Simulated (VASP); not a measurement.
The system is Gd.

```
Gd
1.0
    -1.91824    1.91824    1.91824
     1.91824   -1.91824    1.91824
     1.91824    1.91824   -1.91824
Gd
1
Cartesian
  0.0000 0.0000 0.0000
```

This isn't the form of Gd at room conditions, which is hcp.

- Program: VASP 6.6.1
- Task: relaxation of cell and atoms
- Functional: PBE
- Potentials or basis: VASP PAW PBE potentials, release 64 (Gd)
- Cutoff: 600 eV
- k mesh: 13 × 13 × 13
- Occupations: fermi-dirac, width 0.05 eV
- Spin: collinear spin, ferromagnetic start
- Starting moments: [7.0] μB

At the start: pressure 7.0 GPa; volume 28.23 Å³/atom.

**Question.** How do energy, volume and symmetry change on relaxing?

**Answer.** Over 3 steps the energy falls by 95.2 meV/atom and the volume is 33.12 Å³/atom (+17.3 %); space group Im-3m (No. 229, to 0.1 Å) before and after; moment 7.65 μB per cell.

The path:
| step | energy change (eV) | largest force (eV/Å) | pressure (GPa) | volume (Å³) |
| --- | --- | --- | --- | --- |
| 1 | 0.0000 | 0.0000 | 6.98 | 28.23 |
| 2 | -0.0946 | 0.0000 | -0.41 | 33.56 |
| 3 | -0.0952 | 0.0000 | 0.02 | 33.12 |

Final structure:
```
Gd
1.0
    -2.02308    2.02308    2.02308
     2.02308   -2.02308    2.02308
     2.02308    2.02308   -2.02308
Gd
1
Direct
  0.00000 0.00000 0.00000
```

Caveat: the volume moved by over 15 % at a fixed basis, so the end points are rough; semilocal functionals describe open f shells poorly, which spoils levels, moments and volumes.
